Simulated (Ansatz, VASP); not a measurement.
Nb in VASP and in Ansatz

INCAR

```
ALGO = Normal
EDIFF = 1E-6
ENCUT = 500
GGA = PE
GGA_COMPAT = F
ISIF = 2
ISMEAR = 0
LASPH = T
LCHARG = F
LREAL = F
LWAVE = F
NBANDS = 12
NELM = 120
PREC = Accurate
SIGMA = 0.1
```

Contents of KPOINTS:

```
k-points
0
Gamma
  4 4 4
```

File POSCAR:

```
Nb
1.0
   -1.6588161896      1.6588161896      1.6588161896
    1.6588161896     -1.6588161896      1.6588161896
    1.6588161896      1.6588161896     -1.6588161896
Nb
1
Direct
    0.0000000000      0.0000000000      0.0000000000
```

Input for Ansatz:

```yaml
crystal:
  lattice:
    - [-1.6588161896, 1.6588161896, 1.6588161896]
    - [1.6588161896, -1.6588161896, 1.6588161896]
    - [1.6588161896, 1.6588161896, -1.6588161896]
  atoms:
    - { symbol: Nb, position: [0.0, 0.0, 0.0] }
basis:
  ecutwfc: 420
kpoints:
  mp_grid: { grid: [4, 4, 4] }
hamiltonian:
  xc: pbe
scf:
  occupations: { method: gaussian, width: 0.1 }
  mixing: { algorithm: msr1, ndim: 12, preconditioner: none }
  max_iter: 72
output:
  forces: true
  stress: true
  eigenvalues: true
```

Alike in both runs: task single point; functional PBE; k mesh 4 × 4 × 4; occupations gaussian, width 0.1 eV; no spin polarisation.

|  | VASP | Ansatz |
| --- | --- | --- |
| version | VASP 6.6.1 | Ansatz 0.2.0 |
| potentials or method | VASP PAW PBE potentials, release 64 (Nb_sv), cutoff 500 eV | scalar-relativistic, plane waves, PAW |
| valence electrons in the cell | 13 | 13 |

Ansatz gave:

| Property | Result |
| --- | --- |
| gap on the k mesh at the Fermi level (eV) | none |
| pressure (GPa) | 2.5 |

Q: Estimate VASP's values.

A: gap on the k mesh at the Fermi level (eV): none; pressure (GPa): 2.1.

A gap of «none» marks a metal or a gap that the smearing closes.

The k mesh is coarse, so the values compare programs but aren't converged.
